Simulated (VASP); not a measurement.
# ZnS (CsCl type) (Pm-3m) in VASP: a series of runs

Runs on ZnS (CsCl type). Level: PBE. Tasks: single point.

All numbers are computed with VASP 6.6.1; they aren't measurements. Logs are shortened: lines on timing, memory, paths and dates and some standing lists are left out, and cuts for length are marked.

**1. The cell of the first run**

It takes space group Pm-3m (No. 221, cubic). Conventional cell: a = 2.968 Å, b = 2.968 Å, c = 2.968 Å, α = 90.00°, β = 90.00°, γ = 90.00°. Within 3.4 Å of Zn (site symmetry m-3m) lie 8 S at 2.57 Å and 6 Zn at 2.97 Å. S (site symmetry m-3m) has 8 Zn at 2.57 Å and 6 S at 2.97 Å within 3.4 Å.

**2. Single point, PBE (volume scaled by 0.8)**

The input, INCAR:

```
  PREC = Accurate
  ENCUT = 520
  EDIFF = 1E-6
  ISMEAR = -1
  SIGMA = 0.1
  LREAL = F
  LASPH = T
  NELM = 100
  ALGO = Normal
  ISIF = 2
  LWAVE = F
  LCHARG = T
  GGA = PE
  LELF = T
  LVHAR = T
  NBANDS = 16
```

The input, KPOINTS:

```
regular mesh
0
Gamma
  15 15 15
```

The input, POSCAR:

```
ZnS
1.0
    2.9682601790      0.0000000000      0.0000000000
    0.0000000000      2.9682601790      0.0000000000
    0.0000000000      0.0000000000      2.9682601790
Zn S
1 1
Direct
    0.0000000000      0.0000000000      0.0000000000
    0.5000000000      0.5000000000      0.5000000000
```

Potentials or basis: VASP PAW PBE potentials, release 64 (Zn, S).

The run is started by

```
$ cat potpaw_PBE.64/Zn/POTCAR potpaw_PBE.64/S/POTCAR > POTCAR
$ mpirun -np 1 vasp_std > vasp.out
```

OUTCAR:

```text
PREC = Accurate
   ENCUT = 520
   EDIFF = 1E-6
   ISMEAR = -1
   LREAL = F
   LASPH = T
   NELM = 100
   ISIF = 2
   GGA = PE

 ion  position               nearest neighbor table
   1  0.000  0.000  0.000-   2 2.57   2 2.57   2 2.57   2 2.57   2 2.57   2 2.57   2 2.57   2 2.57

   2  0.500  0.500  0.500-   1 2.57   1 2.57   1 2.57   1 2.57   1 2.57   1 2.57   1 2.57   1 2.57

  LATTYP: Found a simple cubic cell.
 ALAT       =     2.9682601790

  Lattice vectors:

 A1 = (   2.9682601790,   0.0000000000,   0.0000000000)
 A2 = (   0.0000000000,   2.9682601790,   0.0000000000)
 A3 = (   0.0000000000,   0.0000000000,   2.9682601790)

Analysis of symmetry for initial positions (statically):
=====================================================================
 Subroutine PRICEL returns:
 Original cell was already a primitive cell.

 Routine SETGRP: Setting up the symmetry group for a
 simple cubic supercell.

 Subroutine GETGRP returns: Found 48 space group operations
 (whereof 48 operations were pure point group operations)
 out of a pool of 48 trial point group operations.

The static configuration has the point symmetry O_h .

Analysis of symmetry for dynamics (positions and initial velocities):
=====================================================================
 Subroutine PRICEL returns:
 Original cell was already a primitive cell.

 Routine SETGRP: Setting up the symmetry group for a
 simple cubic supercell.

 Subroutine GETGRP returns: Found 48 space group operations
 (whereof 48 operations were pure point group operations)
 out of a pool of 48 trial point group operations.

The dynamic configuration has the point symmetry O_h .

 Subroutine INISYM returns: Found 48 space group operations
 (whereof 48 operations are pure point group operations),
 and found     1 'primitive' translations

----------------------------------------------------------------------------------------

                                     Primitive cell

  volume of cell :      26.1521

  direct lattice vectors                    reciprocal lattice vectors
     2.968260179  0.000000000  0.000000000     0.336897691  0.000000000  0.000000000
     0.000000000  2.968260179  0.000000000     0.000000000  0.336897691  0.000000000
     0.000000000  0.000000000  2.968260179     0.000000000  0.000000000  0.336897691

  length of vectors
     2.968260179  2.968260179  2.968260179     0.336897691  0.336897691  0.336897691

  position of ions in fractional coordinates (direct lattice)
     0.000000000  0.000000000  0.000000000
     0.500000000  0.500000000  0.500000000

  ion indices of the primitive-cell ions
   primitive index   ion index
                 1           1
                 2           2

----------------------------------------------------------------------------------------

 KPOINTS: regular mesh

Automatic generation of k-mesh.
 Grid dimensions read from file:
 generate k-points for:   15   15   15

 Generating k-lattice:

  Cartesian coordinates                     Fractional coordinates (reciprocal lattice)
     0.022459846  0.000000000  0.000000000     0.066666667  0.000000000  0.000000000
     0.000000000  0.022459846  0.000000000     0.000000000  0.066666667  0.000000000
     0.000000000  0.000000000  0.022459846     0.000000000  0.000000000  0.066666667

  Length of vectors
     0.022459846  0.022459846  0.022459846

  Shift w.r.t. Gamma in fractional coordinates (k-lattice)
     0.000000000  0.000000000  0.000000000

 Subroutine IBZKPT returns following result:
 ===========================================

 Found    120 irreducible k-points:

 Following reciprocal coordinates:
            Coordinates               Weight
  0.000000  0.000000  0.000000      1.000000
  0.066667  0.000000  0.000000      6.000000
  0.133333  0.000000  0.000000      6.000000
  0.200000  0.000000  0.000000      6.000000
  0.266667  0.000000  0.000000      6.000000
  0.333333  0.000000  0.000000      6.000000
[... 16 lines left out ...]
  0.266667  0.200000  0.000000     24.000000
  0.333333  0.200000  0.000000     24.000000
 [... further k-points ...]
   k-points           NKPTS =    120   k-points in BZ     NKDIM =    120   number of bands    NBANDS=     16
   number of dos      NEDOS =    301   number of ions     NIONS =      2
   total plane-waves  NPLWV =  13824
   dimension x,y,z NGX =    24 NGY =   24 NGZ =   24
   dimension x,y,z NGXF=    48 NGYF=   48 NGZF=   48
   ions per type =               1   1
   NGX,Y,Z   is equivalent  to a cutoff of  13.44, 13.44, 13.44 a.u.
   NGXF,Y,Z  is equivalent  to a cutoff of  26.88, 26.88, 26.88 a.u.
 SYSTEM =  unknown system
   PREC   = accura    normal or accurate (medium, high low for compatibility)
   ISTART =      0    job   : 0-new  1-cont  2-samecut
   ICHARG =      2    charge: 1-file 2-atom 10-const
   ISPIN  =      1    spin polarized calculation?
   LNONCOLLINEAR =      F non collinear calculations
   LSORBIT =      F    spin-orbit coupling
   LASPH  =      T    aspherical Exc in radial PAW
   ENCUT  =  520.0 eV  38.22 Ry    6.18 a.u.   5.52  5.52  5.52*2*pi/ulx,y,z
   NELM   =    100;   NELMIN=  2; NELMDL= -5     # of ELM steps
   EDIFF  = 0.1E-05   stopping-criterion for ELM
   LREAL  =      F    real-space projection
   EDIFFG = 0.1E-04   stopping-criterion for IOM
   NSW    =      0    number of steps for IOM
   IBRION =     -1    ionic relax: 0-MD 1-quasi-New 2-CG
   NFREE  =      0    steps in history (QN), initial steepest desc. (CG)
   ISIF   =      2    stress and relaxation
   ISYM   =      2    0-nonsym 1-usesym 2-fastsym
   POTIM  = 0.5000    time-step for ionic-motion
   TEBEG  =    0.0;   TEEND  =   0.0 temperature during run
   PSTRESS=    0.0 pullay stress
   NELECT =      18.0000    total number of electrons
   NUPDOWN=      -1.0000    fix difference up-down
   EMIN   =  10.00;   EMAX   =-10.00  energy-range for DOS
   EFERMI =   0.00;   METHOD = LEGACY
   ISMEAR =    -1;   SIGMA  =   0.10  broadening in eV -4-tet -1-fermi 0-gaus
   EFERMI_NEDOS =   21; number of points for ismear=-14 and -15
   IALGO  =     38    algorithm
   IMIX   =      4    mixing-type and parameters
     AMIX     =   0.40;   BMIX     =  1.00
     AMIX_MAG =   1.60;   BMIX_MAG =  1.00
  volume/ion in A,a.u.               =      13.08        88.24
  Fermi-wavevector in a.u.,A,eV,Ry     =   1.445430  2.731466 28.426211  2.089268
  Thomas-Fermi vector in A             =   2.563613
   LORBIT       =      0    0 simple, 1 ext, 2 COOP (PROOUT), +10 PAW based schemes
   GGA     = PE    functional components
   LHFCALC =     F    Hartree Fock is set to
   AEXX    =    0.0000 exact exchange contribution
   IVDW    =     0    specifies the selected vdW correction
   LEPSILON=     F    determine dielectric tensor
   LRPA    =     F    only Hartree local field effects (RPA)
 non-spin polarized calculation
  energy-cutoff  :      520.00
  volume of cell :       26.15
 maximum number of plane-waves:       739
 NGX is ok and might be reduce to    24
   NGX = 11   NGY = 11   NGZ = 11

 number of electron      18.0000005 magnetization

 Free energy of the ion-electron system (eV)
  ---------------------------------------------------
  ext. energy  EPLUGINS =         0.00000000
  ---------------------------------------------------
  free energy    TOTEN  =        -4.47412294 eV

  energy without entropy =       -4.44047057  energy(sigma->0) =       -4.45729676

 E-fermi :   7.2317     XC(G=0): -12.1627

 val. band max:        7.2255258322   @ k =   0.4667   0.4667   0.4000
 cond. band min:       7.2616634449   @ k =   0.4000   0.0000   0.0000
 fundamental gap:      0.0361376127
 Fermi energy:         7.2316618249

 k-point     1 :       0.0000    0.0000    0.0000
  band No.  band energies     occupation
      1      -9.2201      2.00000
      2      -0.5343      2.00000
      3      -0.5343      2.00000
      4       0.1258      2.00000
      5       0.1258      2.00000
      6       0.1258      2.00000
[... 8 lines left out ...]
     15      21.7105      0.00000
     16      23.2613      0.00000

 k-point     2 :       0.0667    0.0000    0.0000
  band No.  band energies     occupation
      1      -9.1599      2.00000
      2      -0.5317      2.00000
      3      -0.5286      2.00000
      4       0.1062      2.00000
      5       0.1062      2.00000
      6       0.1274      2.00000
[... 8 lines left out ...]
     15      21.4013      0.00000
     16      23.2817      0.00000

 k-point     3 :       0.1333    0.0000    0.0000
  band No.  band energies     occupation
      1      -8.9818      2.00000
      2      -0.5373      2.00000
      3      -0.5126      2.00000
      4       0.0521      2.00000
      5       0.0521      2.00000
      6       0.1318      2.00000
[... 8 lines left out ...]
     15      20.6923      0.00000
     16      23.3404      0.00000

 k-point     4 :       0.2000    0.0000    0.0000
  band No.  band energies     occupation
      1      -8.6940      2.00000
      2      -0.6020      2.00000
      3      -0.4889      2.00000
      4      -0.0239      2.00000
      5      -0.0239      2.00000
      6       0.1384      2.00000
[... 8 lines left out ...]
     15      20.1109      0.00000
     16      23.4304      0.00000
[... 324 lines left out ...]
 k-point    22 :       0.2000    0.2000    0.0000
  band No.  band energies     occupation
      1      -8.1919      2.00000
      2      -0.5839      2.00000
      3      -0.4488      2.00000
      4      -0.1697      2.00000
      5      -0.0327      2.00000
      6       0.0558      2.00000
[... 8 lines left out ...]
     15      20.7830      0.00000
     16      20.9367      0.00000

 k-point    23 :       0.2667    0.2000    0.0000
  band No.  band energies     occupation
      1      -7.8331      2.00000
      2      -0.7452      2.00000
      3      -0.4127      2.00000
      4      -0.1923      2.00000
      5      -0.0784      2.00000
      6       0.0505      2.00000
[... 8 lines left out ...]
     15      20.7249      0.00000
     16      20.9659      0.00000

 k-point    24 :       0.3333    0.2000    0.0000
  band No.  band energies     occupation
      1      -7.4260      2.00000
      2      -1.0951      2.00000
      3      -0.3763      2.00000
      4      -0.1973      2.00000
      5      -0.1338      2.00000
      6       0.0596      2.00000
[... 8 lines left out ...]
     15      20.8631      0.00000
     16      22.0842      0.00000

 [... further k-points ...]
[... 5 lines left out ...]
  --------------------------------------------------------------------------------------
  -------------------------------------------------------------------------------------
  Total        4.5602227      4.5602227      4.5602227     -0.0000000      0.0000000     -0.0000000
  in kB      279.3770570    279.3770570    279.3770570     -0.0000000      0.0000000     -0.0000000
  external PRESSURE =     279.3770570 kB  Pullay stress =       0.0000000 kB

 VOLUME and BASIS-vectors are now :
 -----------------------------------------------------------------------------
  energy-cutoff  :      520.00
  volume of cell :       26.15
      direct lattice vectors                 reciprocal lattice vectors
     2.968260179  0.000000000  0.000000000     0.336897691  0.000000000  0.000000000
     0.000000000  2.968260179  0.000000000     0.000000000  0.336897691  0.000000000
     0.000000000  0.000000000  2.968260179     0.000000000  0.000000000  0.336897691

 POSITION                                       TOTAL-FORCE (eV/Angst)
 -----------------------------------------------------------------------------------
      0.00000      0.00000      0.00000         0.000000      0.000000      0.000000
      1.48413      1.48413      1.48413         0.000000      0.000000      0.000000
 -----------------------------------------------------------------------------------
    total drift:                                0.000000      0.000000      0.000000

  FREE ENERGIE OF THE ION-ELECTRON SYSTEM (eV)
  ---------------------------------------------------
  free  energy   TOTEN  =        -4.4741229441 eV

  energy  without entropy=       -4.4404705711  energy(sigma->0) =       -4.45729676
```

It took 12 s on 1 thread of Intel Xeon 6975P-C (Granite Rapids), shared host; peak memory 0.17 GiB.

What came out:

* Free energy: -4.4741 eV
* Pressure: 27.9 GPa
* Band gap on the k mesh: zero (band 9 reaches 7.66 eV, above the bottom of band 10 at 6.09 eV)

Levels at points of the mesh, in eV from the Fermi level:
```csv
k point,band 6,band 7,band 8,band 9,band 10,band 11,band 12,band 13
"(0.00, 0.00, 0.00)",-7.11,-1.71,-1.71,-1.71,0.76,5.67,5.67,14.48
```

[end of part 1 of 4]
